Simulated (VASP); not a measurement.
# Zn (P6_3/mmc) in VASP: further runs

Zn is run at these levels: BLYP; tasks: single point, relaxation of cell and atoms.

Everything below comes from runs of VASP 6.6.1. Logs are shortened: lines on timing, memory, paths and dates and some standing lists are left out, and cuts for length are marked.

## (1) The cell of the first run

Symmetry: P6_3/mmc, No. 194, hexagonal system. Conventional cell: a = 2.612 Å, b = 2.612 Å, c = 12.873 Å, α = 90.00°, β = 90.00°, γ = 120.00°. Within 3.4 Å of Zn (site symmetry -3m) lie 6 Zn at 2.61 Å. Zn (site symmetry -6m2) has 6 Zn at 2.61 Å within 3.4 Å.

## (2) Single point, BLYP

INCAR

```
SYSTEM = Zn
  AGGAC = 1.0
  AGGAX = 1.0
  ALDAC = 0.0
  ALDAX = 1.0
  ALGO = Normal
  EDIFF = 1E-7
  ENCUT = 520
  GGA = B5
  ISIF = 2
  ISMEAR = -1
  LASPH = .TRUE.
  LCHARG = .TRUE.
  LELF = .TRUE.
  LREAL = .FALSE.
  LVHAR = .TRUE.
  LWAVE = .FALSE.
  NBANDS = 32
  NELM = 80
  PREC = Accurate
  SIGMA = 0.1
```

KPOINTS

```
k-points
0
G
  13 13 4
  0 0 0
```

POSCAR

```
Zn
1.0
    2.6120097146      0.0000000000      0.0000000000
   -1.3060048573      2.2620667678      0.0000000000
    0.0000000000      0.0000000000     12.8728601199
Zn
4
Direct
    1.0000000000      1.0000000000      1.0000000000
    1.0000000000      0.0000000000      0.5000000000
    0.3333333333      0.6666666667      0.2500000000
    0.6666666667      0.3333333333      0.7500000000
```

Potentials or basis: VASP PAW PBE potentials, release 64 (Zn).

Command:

```console
cat potpaw_PBE.64/Zn/POTCAR > POTCAR
mpirun -np 1 vasp_std > vasp.out
```

OUTCAR:

```text
SYSTEM = Zn
   EDIFF = 1E-7
   ENCUT = 520
   GGA = B5
   ISIF = 2
   ISMEAR = -1
   LASPH = .TRUE.
   LREAL = .FALSE.
   NELM = 80
   PREC = Accurate

 ion  position               nearest neighbor table
   1  0.000  0.000  0.000-
   2  0.000  0.000  0.500-
   3  0.333  0.667  0.250-
   4  0.667  0.333  0.750-

  LATTYP: Found a hexagonal cell.
 ALAT       =     2.6120097146
 C/A-ratio  =     4.9283354683

  Lattice vectors:

 A1 = (   2.6120097146,   0.0000000000,   0.0000000000)
 A2 = (  -1.3060048573,   2.2620667678,   0.0000000000)
 A3 = (   0.0000000000,   0.0000000000,  12.8728601199)

Analysis of symmetry for initial positions (statically):
=====================================================================
 Subroutine PRICEL returns:
 Original cell was already a primitive cell.

 Routine SETGRP: Setting up the symmetry group for a
 hexagonal supercell.

 Subroutine GETGRP returns: Found 24 space group operations
 (whereof 12 operations were pure point group operations)
 out of a pool of 24 trial point group operations.

The static configuration has the point symmetry D_3d.
 The point group associated with its full space group is D_6h.

Analysis of symmetry for dynamics (positions and initial velocities):
=====================================================================
 Subroutine PRICEL returns:
 Original cell was already a primitive cell.

 Routine SETGRP: Setting up the symmetry group for a
 hexagonal supercell.

 Subroutine GETGRP returns: Found 24 space group operations
 (whereof 12 operations were pure point group operations)
 out of a pool of 24 trial point group operations.

The dynamic configuration has the point symmetry D_3d.
 The point group associated with its full space group is D_6h.

 Subroutine INISYM returns: Found 24 space group operations
 (whereof 12 operations are pure point group operations),
 and found     1 'primitive' translations

----------------------------------------------------------------------------------------

                                     Primitive cell

  volume of cell :      76.0598

  direct lattice vectors                    reciprocal lattice vectors
     2.612009715  0.000000000  0.000000000     0.382846968  0.221036800  0.000000000
    -1.306004857  2.262066768  0.000000000     0.000000000  0.442073600  0.000000000
     0.000000000  0.000000000 12.872860120     0.000000000  0.000000000  0.077682814

  length of vectors
     2.612009715  2.612009715 12.872860120     0.442073600  0.442073600  0.077682814

  position of ions in fractional coordinates (direct lattice)
     0.000000000  0.000000000  0.000000000
     0.000000000  0.000000000  0.500000000
     0.333333333  0.666666667  0.250000000
     0.666666667  0.333333333  0.750000000

  ion indices of the primitive-cell ions
   primitive index   ion index
                 1           1
                 2           2
                 3           3
                 4           4

----------------------------------------------------------------------------------------

 KPOINTS: k-points

Automatic generation of k-mesh.
 Grid dimensions read from file:
 generate k-points for:   13   13    4

 Generating k-lattice:

  Cartesian coordinates                     Fractional coordinates (reciprocal lattice)
     0.029449767  0.017002831  0.000000000     0.076923077 -0.000000000  0.000000000
     0.000000000  0.034005662  0.000000000     0.000000000  0.076923077  0.000000000
     0.000000000  0.000000000  0.019420704     0.000000000  0.000000000  0.250000000

  Length of vectors
     0.034005662  0.034005662  0.019420704

  Shift w.r.t. Gamma in fractional coordinates (k-lattice)
     0.000000000  0.000000000  0.000000000

 Subroutine IBZKPT returns following result:
 ===========================================

 Found     63 irreducible k-points:

 Following reciprocal coordinates:
            Coordinates               Weight
  0.000000  0.000000  0.000000      1.000000
  0.076923  0.000000  0.000000      6.000000
  0.153846  0.000000  0.000000      6.000000
  0.230769  0.000000  0.000000      6.000000
  0.307692  0.000000  0.000000      6.000000
  0.384615 -0.000000  0.000000      6.000000
[... 16 lines left out ...]
  0.076923  0.000000  0.250000     12.000000
  0.153846  0.000000  0.250000     12.000000
 [... further k-points ...]
   k-points           NKPTS =     63   k-points in BZ     NKDIM =     63   number of bands    NBANDS=     32
   number of dos      NEDOS =    301   number of ions     NIONS =      4
   total plane-waves  NPLWV =  38400
   dimension x,y,z NGX =    20 NGY =   20 NGZ =   96
   dimension x,y,z NGXF=    40 NGYF=   40 NGZF=  192
   ions per type =               4
   NGX,Y,Z   is equivalent  to a cutoff of  12.73, 12.73, 12.40 a.u.
   NGXF,Y,Z  is equivalent  to a cutoff of  25.46, 25.46, 24.80 a.u.
 SYSTEM =  Zn
   PREC   = accura    normal or accurate (medium, high low for compatibility)
   ISTART =      0    job   : 0-new  1-cont  2-samecut
   ICHARG =      2    charge: 1-file 2-atom 10-const
   ISPIN  =      1    spin polarized calculation?
   LNONCOLLINEAR =      F non collinear calculations
   LSORBIT =      F    spin-orbit coupling
   LASPH  =      T    aspherical Exc in radial PAW
   ENCUT  =  520.0 eV  38.22 Ry    6.18 a.u.   4.86  4.86 23.93*2*pi/ulx,y,z
   NELM   =     80;   NELMIN=  2; NELMDL= -5     # of ELM steps
   EDIFF  = 0.1E-06   stopping-criterion for ELM
   LREAL  =      F    real-space projection
   EDIFFG = 0.1E-05   stopping-criterion for IOM
   NSW    =      0    number of steps for IOM
   IBRION =     -1    ionic relax: 0-MD 1-quasi-New 2-CG
   NFREE  =      0    steps in history (QN), initial steepest desc. (CG)
   ISIF   =      2    stress and relaxation
   ISYM   =      2    0-nonsym 1-usesym 2-fastsym
   POTIM  = 0.5000    time-step for ionic-motion
   TEBEG  =    0.0;   TEEND  =   0.0 temperature during run
   PSTRESS=    0.0 pullay stress
   NELECT =      48.0000    total number of electrons
   NUPDOWN=      -1.0000    fix difference up-down
   EMIN   =  10.00;   EMAX   =-10.00  energy-range for DOS
   EFERMI =   0.00;   METHOD = LEGACY
   ISMEAR =    -1;   SIGMA  =   0.10  broadening in eV -4-tet -1-fermi 0-gaus
   EFERMI_NEDOS =   21; number of points for ismear=-14 and -15
   IALGO  =     38    algorithm
   IMIX   =      4    mixing-type and parameters
     AMIX     =   0.40;   BMIX     =  1.00
     AMIX_MAG =   1.60;   BMIX_MAG =  1.00
  volume/ion in A,a.u.               =      19.01       128.32
  Fermi-wavevector in a.u.,A,eV,Ry     =   1.404225  2.653601 26.828634  1.971849
  Thomas-Fermi vector in A             =   2.526808
   LORBIT       =      0    0 simple, 1 ext, 2 COOP (PROOUT), +10 PAW based schemes
   GGA     = B5    functional components
   LHFCALC =     F    Hartree Fock is set to
   AEXX    =    0.0000 exact exchange contribution
   IVDW    =     0    specifies the selected vdW correction
   LEPSILON=     F    determine dielectric tensor
   LRPA    =     F    only Hartree local field effects (RPA)
 non-spin polarized calculation
  energy-cutoff  :      520.00
  volume of cell :       76.06
 maximum number of plane-waves:      2079
 NGX is ok and might be reduce to    20
   NGX =  9   NGY =  9   NGZ = 47

 number of electron      48.0000037 magnetization

 Free energy of the ion-electron system (eV)
  ---------------------------------------------------
  ext. energy  EPLUGINS =         0.00000000
  ---------------------------------------------------
  free energy    TOTEN  =        -1.58385840 eV

  energy without entropy =       -1.54872752  energy(sigma->0) =       -1.56629296

 E-fermi :   2.1038     XC(G=0):  -9.7304

 val. band max:        2.0678009619   @ k =   0.2308   0.0769   0.2500
 cond. band min:       2.1283639533   @ k =   0.1538   0.0000   0.2500
 fundamental gap:      0.0605629914
 Fermi energy:         2.1038310693

 k-point     1 :       0.0000    0.0000    0.0000
  band No.  band energies     occupation
      1      -7.1083      2.00000
      2      -6.7784      2.00000
      3      -6.7780      2.00000
      4      -6.5847      2.00000
      5      -5.6115      2.00000
      6      -5.5373      2.00000
[... 24 lines left out ...]
     31      17.6461      0.00000
     32      21.8837      0.00000

 k-point     2 :       0.0769    0.0000    0.0000
  band No.  band energies     occupation
      1      -6.9352      2.00000
      2      -6.6381      2.00000
      3      -6.6376      2.00000
      4      -6.4771      2.00000
      5      -5.5769      2.00000
      6      -5.5605      2.00000
[... 24 lines left out ...]
     31      17.7195      0.00000
     32      19.1385      0.00000

 k-point     3 :       0.1538    0.0000    0.0000
  band No.  band energies     occupation
      1      -6.4728      2.00000
      2      -6.2948      2.00000
      3      -6.2941      2.00000
      4      -6.2184      2.00000
      5      -5.6056      2.00000
      6      -5.5991      2.00000
[... 24 lines left out ...]
     31      15.9683      0.00000
     32      16.0858      0.00000

 k-point     4 :       0.2308    0.0000    0.0000
  band No.  band energies     occupation
      1      -6.1001      2.00000
      2      -6.0626      2.00000
      3      -6.0618      2.00000
      4      -6.0431      2.00000
      5      -5.5532      2.00000
      6      -5.5417      2.00000
[... 24 lines left out ...]
     31      12.4576      0.00000
     32      12.8319      0.00000

 k-point     5 :       0.3077    0.0000    0.0000
  band No.  band energies     occupation
      1      -6.1089      2.00000
      2      -6.0980      2.00000
      3      -6.0969      2.00000
      4      -6.0853      2.00000
      5      -5.6387      2.00000
      6      -5.6063      2.00000
[... 584 lines left out ...]
     31       6.7891      0.00000
     32       6.8979      0.00000

 k-point    22 :       0.0000    0.0000    0.2500
  band No.  band energies     occupation
      1      -7.0792      2.00000
      2      -6.8892      2.00000
      3      -6.6887      2.00000
      4      -6.5953      2.00000
      5      -5.5849      2.00000
      6      -5.5371      2.00000
[... 24 lines left out ...]
     31      19.8291      0.00000
     32      21.9166      0.00000

 k-point    23 :       0.0769    0.0000    0.2500
  band No.  band energies     occupation
      1      -6.9080      2.00000
      2      -6.7348      2.00000
      3      -6.5622      2.00000
      4      -6.4856      2.00000
      5      -5.5618      2.00000
      6      -5.5602      2.00000
[... 24 lines left out ...]
     31      19.1005      0.00000
     32      19.3765      0.00000

 k-point    24 :       0.1538    0.0000    0.2500
  band No.  band energies     occupation
      1      -6.4541      2.00000
      2      -6.3466      2.00000
      3      -6.2572      2.00000
      4      -6.2221      2.00000
      5      -5.6051      2.00000
      6      -5.6017      2.00000
[... 24 lines left out ...]
     31      15.7029      0.00000
     32      15.9254      0.00000

 [... further k-points ...]

------------------------ aborting loop because EDIFF is reached ----------------------------------------

  FORCE on cell =-STRESS in cart. coord.  units (eV):
  Direction    XX          YY          ZZ          XY          YZ          ZX
  --------------------------------------------------------------------------------------
  -------------------------------------------------------------------------------------
  Total        0.1703958      0.1703958      0.0052573      0.0000000     -0.0000000      0.0000000
  in kB        3.5893365      3.5893365      0.1107435      0.0000000     -0.0000000      0.0000000
  external PRESSURE =       2.4298055 kB  Pullay stress =       0.0000000 kB

 VOLUME and BASIS-vectors are now :
 -----------------------------------------------------------------------------
  energy-cutoff  :      520.00
  volume of cell :       76.06
      direct lattice vectors                 reciprocal lattice vectors
     2.612009715  0.000000000  0.000000000     0.382846968  0.221036800  0.000000000
    -1.306004857  2.262066768  0.000000000     0.000000000  0.442073600  0.000000000
     0.000000000  0.000000000 12.872860120     0.000000000  0.000000000  0.077682814

 POSITION                                       TOTAL-FORCE (eV/Angst)
 -----------------------------------------------------------------------------------
      0.00000      0.00000      0.00000        -0.000000      0.000000      0.000000
      0.00000      0.00000      6.43643        -0.000000      0.000000      0.000000
     -0.00000      1.50804      3.21822         0.000000     -0.000000     -0.000000
      1.30600      0.75402      9.65465        -0.000000      0.000000      0.000000
 -----------------------------------------------------------------------------------
    total drift:                                0.000000     -0.000000      0.000000

  FREE ENERGIE OF THE ION-ELECTRON SYSTEM (eV)
  ---------------------------------------------------
  free  energy   TOTEN  =        -1.5838583969 eV

  energy  without entropy=       -1.5487275212  energy(sigma->0) =       -1.56629296
```

It took 91 s on 1 thread of Intel Xeon Platinum 8488C (Sapphire Rapids), shared host; peak memory 0.25 GiB.

Results:

| Property | Result |
| --- | --- |
| Free energy | -1.5839 eV |
| Pressure | 0.2 GPa |
| Band gap on the k mesh | zero (bands 24 and 25 overlap by 5.18 eV) |

Stress tensor (GPa, compression positive):
```
0.36 0.00 0.00
0.00 0.36 0.00
0.00 0.00 0.01
```

Caveat: the PAW data sets were made with another functional, which shifts forces and pressure a little.

## (3) Relaxation of cell and atoms, BLYP

This run uses another cell than the first one, of 15.21 Å³/atom.

INCAR

```
SYSTEM = Zn
PREC = Accurate ; ENCUT = 600
EDIFF = 1E-6 ; ISMEAR = -1
SIGMA = 0.1 ; LREAL = .False.
LASPH = .True. ; NELM = 80
ALGO = Normal ; ISIF = 3
LWAVE = .False. ; LCHARG = .False.
GGA = B5 ; ALDAX = 1.0
AGGAX = 1.0 ; AGGAC = 1.0
ALDAC = 0.0 ; IBRION = 2
NSW = 80 ; EDIFFG = -0.01
```

KPOINTS

```
regular mesh
0
Gamma
  13 13 4
  0 0 0
```

POSCAR

```
Zn
1.0
    2.7811174557      0.0000000000      0.0000000000
   -1.3905587278      2.4085183675      0.0000000000
    0.0000000000      0.0000000000      9.0831296103
Zn
4
Direct
    0.0000000000      0.0000000000      0.0000000000
    0.0000000000      0.0000000000      0.5000000000
    0.3333333333      0.6666666667      0.2500000000
    0.6666666667      0.3333333333      0.7500000000
```

Potentials or basis: VASP PAW PBE potentials, release 64 (Zn).

Command:

```console
cat potpaw_PBE.64/Zn/POTCAR > POTCAR
mpirun -np 1 vasp_std > vasp.out
```

Wall time 29 min (1 thread of Intel Xeon Platinum 8488C (Sapphire Rapids), shared host); peak memory 0.26 GiB.

The run converged. Its results:

| Property | Result |
| --- | --- |
| Free energy | -1.5626 eV |
| Relaxed volume | 18.63 Å³/atom |
| Relaxed cell | a = 2.617 Å, b = 2.617 Å, c = 12.565 Å, α = 90.00°, β = 90.00°, γ = 120.00° |
| Space group after relaxing (to 0.1 Å) | P6_3/mmc (No. 194) |
| Energy gained by relaxing | 80.3 meV/atom |
| Ionic steps | 32 |
| Pressure after relaxing | 0.1 GPa |
| Band gap on the k mesh | zero (bands 24 and 25 overlap by 5.26 eV) |

The path:
```
step  energy change (eV)  largest force (eV/Å)  pressure (GPa)  volume (Å³)
   1              0.0000                0.0000            5.94        60.84
   2             -0.1050                0.0000            0.81        65.95
   3             -0.1095                0.0000            0.17        67.08
   4             -0.1098                0.0000           -0.11        67.51
   5             -0.1098                0.0000           -0.07        67.37
   6             -0.1097                0.0000            0.01        67.23
   7             -0.1118                0.0000            0.04        67.22
   8             -0.1210                0.0000           -0.04        67.19
   9             -0.1527                0.0000           -0.05        67.07
  10             -0.2207                0.0000            0.42        66.68
  11             -0.2367                0.0000            4.34        65.28
  12             -0.2482                0.0000            2.22        65.90
  13             -0.2490                0.0000            2.98        65.69
  14             -0.2450                0.0000            3.70        65.46
  15             -0.2478                0.0000            3.34        65.58
  16             -0.2482                0.0000            3.28        65.60
  17             -0.2495                0.0000            3.49        65.66
  18             -0.2514                0.0000            3.62        65.77
  19             -0.2520                0.0000            3.85        65.99
  20             -0.2551                0.0000            3.68        66.14
  21             -0.2637                0.0000            3.30        66.61
  22             -0.2787                0.0000            2.78        67.55
  23             -0.2997                0.0000            1.74        69.44
  24             -0.3156                0.0000           -0.26        73.28
  25             -0.3157                0.0000           -0.46        73.62
  26             -0.3156                0.0000           -0.38        73.46
  27             -0.3166                0.0000           -0.44        73.58
  28             -0.3191                0.0000           -0.26        73.92
  29             -0.3212                0.0000            0.17        74.58
  30             -0.3212                0.0000            0.10        74.54
  31             -0.3212                0.0000            0.11        74.49
  32             -0.3212                0.0000            0.06        74.52
```

Final structure:
```xyz
4
Lattice="2.6168 0.0000 0.0000 -1.3084 2.2663 0.0000 0.0000 0.0000 12.5653" Properties=species:S:1:pos:R:3 pbc="T T T"
Zn    0.0000    0.0000    0.0000
Zn    0.0000    0.0000    6.2827
Zn    0.0000    1.5108    3.1413
Zn    1.3084    0.7554    9.4240
```

Levels at points of the mesh, in eV from the Fermi level:
```csv
k point,band 22,band 23,band 24,band 25,band 26,band 27
"(0.00, 0.00, 0.00)",-7.14,-7.14,-5.49,-3.12,0.68,0.68
"(0.00, 0.00, 0.50)",-7.15,-6.31,-6.31,-1.79,-1.79,3.55
```

Caveat: the volume moved by over 15 % at a fixed basis, so the end points are rough; the PAW data sets were made with another functional, which shifts forces and pressure a little.

The gap in the log of VASP goes by the Fermi energy; the results here count the filled bands.